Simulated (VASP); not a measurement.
# CoW3 (Pm-3m) in VASP: notebook

The runs below take CoW3 through single point, with PBEsol.

Program: VASP 6.6.1. These are calculated values, not measurements. Logs are shortened: lines on timing, memory, paths and dates and some standing lists are left out, and cuts for length are marked.

### Step 1. The cell of the first run

It takes space group Pm-3m (No. 221, cubic). The conventional cell has a = 3.933 Å, b = 3.933 Å, c = 3.933 Å, α = 90.00°, β = 90.00°, γ = 90.00°. Within 3.7 Å of W (site symmetry 4/mmm) lie 8 W at 2.78 Å and 4 Co at 2.78 Å. Within 3.7 Å of Co (site symmetry m-3m) lie 12 W at 2.78 Å.

### Step 2. Single point, PBEsol, collinear spin, ferromagnetic start

INCAR reads:

```
PREC = Accurate
ENCUT = 520
EDIFF = 1E-7
ISMEAR = -1
SIGMA = 0.05
LREAL = False
LASPH = True
NELM = 150
ALGO = Normal
ISIF = 2
LWAVE = False
LCHARG = True
ISPIN = 2
MAGMOM = 0 0 0 2
LORBIT = 11
LMAXMIX = 4
GGA = PS
LELF = True
LVHAR = True
NBANDS = 38
```

KPOINTS reads:

```
regular mesh
0
Gamma
  7 7 7
```

POSCAR reads:

```
CoW3
1.0
    3.9332282508      0.0000000000      0.0000000000
    0.0000000000      3.9332282508      0.0000000000
    0.0000000000      0.0000000000      3.9332282508
W Co
3 1
Direct
    0.5000000000      0.5000000000      0.0000000000
    0.5000000000      0.0000000000      0.5000000000
    0.0000000000      0.5000000000      0.5000000000
    0.0000000000      0.0000000000      0.0000000000
```

Potentials or basis: VASP PAW PBE potentials, release 64 (W_sv, Co).

Run with:

```sh
$ cat potpaw_PBE.64/W_sv/POTCAR potpaw_PBE.64/Co/POTCAR > POTCAR
$ mpirun -np 1 vasp_std > vasp.out
```

OUTCAR:

```text
PREC = Accurate
   ENCUT = 520
   EDIFF = 1E-7
   ISMEAR = -1
   LREAL = False
   LASPH = True
   NELM = 150
   ISIF = 2
   ISPIN = 2
   LORBIT = 11
   GGA = PS

 ion  position               nearest neighbor table
   1  0.500  0.500  0.000-   2 2.78   3 2.78   4 2.78   2 2.78   3 2.78   2 2.78   4 2.78   2 2.78
                             3 2.78   4 2.78   3 2.78   4 2.78
   2  0.500  0.000  0.500-   1 2.78   3 2.78   4 2.78   1 2.78   4 2.78   1 2.78   3 2.78   1 2.78
                             3 2.78   4 2.78   4 2.78   3 2.78
   3  0.000  0.500  0.500-   1 2.78   2 2.78   4 2.78   1 2.78   4 2.78   2 2.78   4 2.78   4 2.78
                             1 2.78   2 2.78   1 2.78   2 2.78
   4  0.000  0.000  0.000-   1 2.78   2 2.78   3 2.78   2 2.78   3 2.78   1 2.78   3 2.78   3 2.78
                             1 2.78   2 2.78   2 2.78   1 2.78

  LATTYP: Found a simple cubic cell.
 ALAT       =     3.9332282508

  Lattice vectors:

 A1 = (   3.9332282508,   0.0000000000,   0.0000000000)
 A2 = (   0.0000000000,   3.9332282508,   0.0000000000)
 A3 = (   0.0000000000,   0.0000000000,   3.9332282508)

Analysis of symmetry for initial positions (statically):
=====================================================================
 Subroutine PRICEL returns:
 Original cell was already a primitive cell.

 Routine SETGRP: Setting up the symmetry group for a
 simple cubic supercell.

 Subroutine GETGRP returns: Found 48 space group operations
 (whereof 48 operations were pure point group operations)
 out of a pool of 48 trial point group operations.

The static configuration has the point symmetry O_h .

Analysis of symmetry for dynamics (positions and initial velocities):
=====================================================================
 Subroutine PRICEL returns:
 Original cell was already a primitive cell.

 Routine SETGRP: Setting up the symmetry group for a
 simple cubic supercell.

 Subroutine GETGRP returns: Found 48 space group operations
 (whereof 48 operations were pure point group operations)
 out of a pool of 48 trial point group operations.

The dynamic configuration has the point symmetry O_h .

Analysis of structural, dynamic, and magnetic symmetry:
=====================================================================
 Subroutine PRICEL returns:
 Original cell was already a primitive cell.

 Routine SETGRP: Setting up the symmetry group for a
 simple cubic supercell.

 Subroutine GETGRP returns: Found 48 space group operations
 (whereof 48 operations were pure point group operations)
 out of a pool of 48 trial point group operations.

The overall configuration has the point symmetry O_h .

 Subroutine INISYM returns: Found 48 space group operations
 (whereof 48 operations are pure point group operations),
 and found     1 'primitive' translations

----------------------------------------------------------------------------------------

                                     Primitive cell

  volume of cell :      60.8482

  direct lattice vectors                    reciprocal lattice vectors
     3.933228251  0.000000000  0.000000000     0.254244080  0.000000000  0.000000000
     0.000000000  3.933228251  0.000000000     0.000000000  0.254244080  0.000000000
     0.000000000  0.000000000  3.933228251     0.000000000  0.000000000  0.254244080

  length of vectors
     3.933228251  3.933228251  3.933228251     0.254244080  0.254244080  0.254244080

  position of ions in fractional coordinates (direct lattice)
     0.500000000  0.500000000  0.000000000
     0.500000000  0.000000000  0.500000000
     0.000000000  0.500000000  0.500000000
     0.000000000  0.000000000  0.000000000

  ion indices of the primitive-cell ions
   primitive index   ion index
                 1           1
                 2           2
                 3           3
                 4           4

----------------------------------------------------------------------------------------

 KPOINTS: regular mesh

Automatic generation of k-mesh.
 Grid dimensions read from file:
 generate k-points for:    7    7    7

 Generating k-lattice:

  Cartesian coordinates                     Fractional coordinates (reciprocal lattice)
     0.036320583  0.000000000  0.000000000     0.142857143  0.000000000  0.000000000
     0.000000000  0.036320583  0.000000000     0.000000000  0.142857143  0.000000000
     0.000000000  0.000000000  0.036320583     0.000000000  0.000000000  0.142857143

  Length of vectors
     0.036320583  0.036320583  0.036320583

  Shift w.r.t. Gamma in fractional coordinates (k-lattice)
     0.000000000  0.000000000  0.000000000

 Subroutine IBZKPT returns following result:
 ===========================================

 Found     20 irreducible k-points:

 Following reciprocal coordinates:
            Coordinates               Weight
  0.000000  0.000000  0.000000      1.000000
  0.142857  0.000000  0.000000      6.000000
  0.285714  0.000000  0.000000      6.000000
  0.428571  0.000000  0.000000      6.000000
  0.142857  0.142857  0.000000     12.000000
  0.285714  0.142857  0.000000     24.000000
[... 12 lines left out ...]
  0.428571  0.428571  0.285714     24.000000
  0.428571  0.428571  0.428571      8.000000
   k-points           NKPTS =     20   k-points in BZ     NKDIM =     20   number of bands    NBANDS=     38
   number of dos      NEDOS =    301   number of ions     NIONS =      4
   total plane-waves  NPLWV =  27000
   dimension x,y,z NGX =    30 NGY =   30 NGZ =   30
   dimension x,y,z NGXF=    60 NGYF=   60 NGZF=   60
   ions per type =               3   1
   NGX,Y,Z   is equivalent  to a cutoff of  12.68, 12.68, 12.68 a.u.
   NGXF,Y,Z  is equivalent  to a cutoff of  25.36, 25.36, 25.36 a.u.
 SYSTEM =  unknown system
   PREC   = accura    normal or accurate (medium, high low for compatibility)
   ISTART =      0    job   : 0-new  1-cont  2-samecut
   ICHARG =      2    charge: 1-file 2-atom 10-const
   ISPIN  =      2    spin polarized calculation?
   LNONCOLLINEAR =      F non collinear calculations
   LSORBIT =      F    spin-orbit coupling
   LASPH  =      T    aspherical Exc in radial PAW
   ENCUT  =  520.0 eV  38.22 Ry    6.18 a.u.   7.31  7.31  7.31*2*pi/ulx,y,z
   NELM   =    150;   NELMIN=  2; NELMDL= -5     # of ELM steps
   EDIFF  = 0.1E-06   stopping-criterion for ELM
   LREAL  =      F    real-space projection
   EDIFFG = 0.1E-05   stopping-criterion for IOM
   NSW    =      0    number of steps for IOM
   IBRION =     -1    ionic relax: 0-MD 1-quasi-New 2-CG
   NFREE  =      0    steps in history (QN), initial steepest desc. (CG)
   ISIF   =      2    stress and relaxation
   ISYM   =      2    0-nonsym 1-usesym 2-fastsym
   POTIM  = 0.5000    time-step for ionic-motion
   TEBEG  =    0.0;   TEEND  =   0.0 temperature during run
   PSTRESS=    0.0 pullay stress
   NELECT =      51.0000    total number of electrons
   NUPDOWN=      -1.0000    fix difference up-down
   EMIN   =  10.00;   EMAX   =-10.00  energy-range for DOS
   EFERMI =   0.00;   METHOD = LEGACY
   ISMEAR =    -1;   SIGMA  =   0.05  broadening in eV -4-tet -1-fermi 0-gaus
   EFERMI_NEDOS =   21; number of points for ismear=-14 and -15
   IALGO  =     38    algorithm
   IMIX   =      4    mixing-type and parameters
     AMIX     =   0.40;   BMIX     =  1.00
     AMIX_MAG =   1.60;   BMIX_MAG =  1.00
  volume/ion in A,a.u.               =      15.21       102.66
  Fermi-wavevector in a.u.,A,eV,Ry     =   1.543532  2.916853 32.415774  2.382492
  Thomas-Fermi vector in A             =   2.649182
   LORBIT       =     11    0 simple, 1 ext, 2 COOP (PROOUT), +10 PAW based schemes
   GGA     = PS    functional components
   LHFCALC =     F    Hartree Fock is set to
   AEXX    =    0.0000 exact exchange contribution
   IVDW    =     0    specifies the selected vdW correction
   LEPSILON=     F    determine dielectric tensor
   LRPA    =     F    only Hartree local field effects (RPA)
 spin polarized calculation
  energy-cutoff  :      520.00
  volume of cell :       60.85
 maximum number of plane-waves:      1659
 NGX is ok and might be reduce to    30
   NGX = 15   NGY = 15   NGZ = 15

 number of electron      51.0000000 magnetization       0.0003063

 number of electron      51.0000000 magnetization      -0.0006138

 Free energy of the ion-electron system (eV)
  ---------------------------------------------------
  ext. energy  EPLUGINS =         0.00000000
  ---------------------------------------------------
  free energy    TOTEN  =       -47.99673452 eV

  energy without entropy =      -47.96042987  energy(sigma->0) =      -47.97858219

 E-fermi :  10.0426     XC(G=0): -13.4830

 val. band max:       10.0271132404   @ k =   0.4286   0.4286   0.1429
 cond. band min:      10.0783762530   @ k =   0.1429   0.1429   0.0000
 fundamental gap:      0.0512630126
 Fermi energy:        10.0426075012

 spin component 1

 k-point     1 :       0.0000    0.0000    0.0000
  band No.  band energies     occupation
      1     -63.6847      1.00000
      2     -63.5382      1.00000
      3     -63.5382      1.00000
      4     -28.3122      1.00000
      5     -28.3122      1.00000
      6     -28.3122      1.00000
[... 789 lines left out ...]
     36      15.5790      0.00000
     37      19.6239      0.00000
 Fermi energy:        10.0426075012

 spin component 2

 k-point     1 :       0.0000    0.0000    0.0000
  band No.  band energies     occupation
      1     -63.6847      1.00000
      2     -63.5381      1.00000
      3     -63.5381      1.00000
      4     -28.3121      1.00000
      5     -28.3121      1.00000
      6     -28.3121      1.00000
[... 789 lines left out ...]
     36      15.5791      0.00000
     37      19.6239      0.00000
 [bands above 37 left out]

------------------------ aborting loop because EDIFF is reached ----------------------------------------

  FORCE on cell =-STRESS in cart. coord.  units (eV):
  Direction    XX          YY          ZZ          XY          YZ          ZX
  --------------------------------------------------------------------------------------
  -------------------------------------------------------------------------------------
  Total       -5.6477960     -5.6477960     -5.6477960      0.0000000      0.0000000      0.0000000
  in kB     -148.7106708   -148.7106708   -148.7106708      0.0000000      0.0000000      0.0000000
  external PRESSURE =    -148.7106708 kB  Pullay stress =       0.0000000 kB

 VOLUME and BASIS-vectors are now :
 -----------------------------------------------------------------------------
  energy-cutoff  :      520.00
  volume of cell :       60.85
      direct lattice vectors                 reciprocal lattice vectors
     3.933228251  0.000000000  0.000000000     0.254244080  0.000000000  0.000000000
     0.000000000  3.933228251  0.000000000     0.000000000  0.254244080  0.000000000
     0.000000000  0.000000000  3.933228251     0.000000000  0.000000000  0.254244080

 POSITION                                       TOTAL-FORCE (eV/Angst)
 -----------------------------------------------------------------------------------
      1.96661      1.96661      0.00000         0.000000      0.000000      0.000000
      1.96661      0.00000      1.96661         0.000000      0.000000      0.000000
      0.00000      1.96661      1.96661         0.000000      0.000000      0.000000
      0.00000      0.00000      0.00000         0.000000      0.000000      0.000000
 -----------------------------------------------------------------------------------
    total drift:                                0.000000      0.000000     -0.000000

  FREE ENERGIE OF THE ION-ELECTRON SYSTEM (eV)
  ---------------------------------------------------
  free  energy   TOTEN  =       -47.9967345191 eV

  energy  without entropy=      -47.9604298680  energy(sigma->0) =      -47.97858219

 total charge

# of ion       s       p       d       tot
------------------------------------------
    1        2.412   6.293   3.331  12.036
    2        2.412   6.293   3.331  12.036
    3        2.412   6.293   3.331  12.036
    4        0.453   0.528   7.267   8.249
--------------------------------------------------
tot          7.690  19.408  17.259  44.357

 magnetization (x)

# of ion       s       p       d       tot
------------------------------------------
    1        0.000   0.000   0.000   0.000
    2        0.000   0.000   0.000   0.000
    3        0.000   0.000   0.000   0.000
    4       -0.000  -0.000  -0.001  -0.001
--------------------------------------------------
tot          0.000   0.000  -0.001  -0.001
```

Run time: 4.7 min. Hardware: 1 thread of Intel Xeon 8259CL, shared host; peak memory 0.23 GiB.

Results:

```yaml
Free_energy: -47.9967 eV
Pressure: -14.9 GPa
Net_moment: 0.00 μB per cell
Valence_electrons_inside_the_program's_atomic_spheres: W 12.04; Co 8.25
```

Caveat: the cell stands under tension; the moments typed at the start vanished in this run; the PAW data sets were made with another functional, which shifts forces and pressure a little; spin-orbit coupling is left out, which moves the levels of the heavy elements.

### Step 3. Single point, PBEsol, collinear spin, ferromagnetic start

This run uses another cell than the first one, of 15.51 Å³/atom.

INCAR reads:

```
SYSTEM = CoW3
PREC     = Accurate       ! precision mode
ENCUT    = 520            ! plane-wave cutoff, eV
EDIFF    = 1E-6           ! SCF threshold, eV
ISMEAR   = -1             ! smearing method
SIGMA    = 0.05           ! smearing width, eV
LREAL    = .FALSE.        ! projectors in reciprocal space
LASPH    = .TRUE.         ! aspherical terms in the spheres
NELM     = 150            ! most SCF steps
ALGO     = Normal         ! electronic algorithm
ISIF     = 2              ! what is computed and relaxed
LWAVE    = .FALSE.        ! write WAVECAR
LCHARG   = .FALSE.        ! write CHGCAR
ISPIN    = 2              ! spin polarisation
MAGMOM   = 0 0 0 2        ! initial moments
LORBIT   = 11             ! projections on sites
LMAXMIX  = 4              ! l up to which the mixer works
GGA      = PS             ! functional
NBANDS   = 38             ! bands
```

KPOINTS reads:

```
Automatic mesh
0
G
  7 7 7
  0 0 0
```

POSCAR reads:

```
CoW3
1.0
    3.9587694097      0.0000000000      0.0000000000
    0.0000000000      3.9587694097      0.0000000000
    0.0000000000      0.0000000000      3.9587694097
W Co
3 1
Direct
    0.5000000000      0.5000000000      0.0000000000
    0.5000000000      0.0000000000      0.5000000000
    0.0000000000      0.5000000000      0.5000000000
    0.0000000000      0.0000000000      0.0000000000
```

Potentials or basis: VASP PAW PBE potentials, release 64 (W_sv, Co).

Run with:

```sh
$ cat potpaw_PBE.64/W_sv/POTCAR potpaw_PBE.64/Co/POTCAR > POTCAR
$ mpirun -np 1 vasp_std > vasp.out
```

It took 4.4 min on 1 thread of Intel Xeon 8259CL, shared host; peak memory 0.23 GiB.

Results (log left out):

```
Free energy                                           : -47.8699 eV
Pressure                                              : -19.3 GPa
Net moment                                            : 0.00 μB per cell
Valence electrons inside the program's atomic spheres : W 11.99; Co 8.21
```

Levels at points of the mesh, in eV from the Fermi level:
Spin up:
| k point | band 22 | band 23 | band 24 | band 25 | band 26 | band 27 | band 28 | band 29 |
| --- | --- | --- | --- | --- | --- | --- | --- | --- |
| (0.00, 0.00, 0.00) | -1.02 | 0.32 | 0.32 | 2.68 | 2.68 | 2.68 | 2.82 | 2.82 |
Spin down:
```tsv
k point	band 21	band 22	band 23	band 24	band 25	band 26	band 27	band 28	band 29	band 30
(0.00, 0.00, 0.00)	-1.02	-1.02	0.32	0.32	2.68	2.68	2.68	2.82	2.82	2.82
```

Caveat: the cell stands under tension; the moments typed at the start vanished in this run; the PAW data sets were made with another functional, which shifts forces and pressure a little; spin-orbit coupling is left out, which moves the levels of the heavy elements.
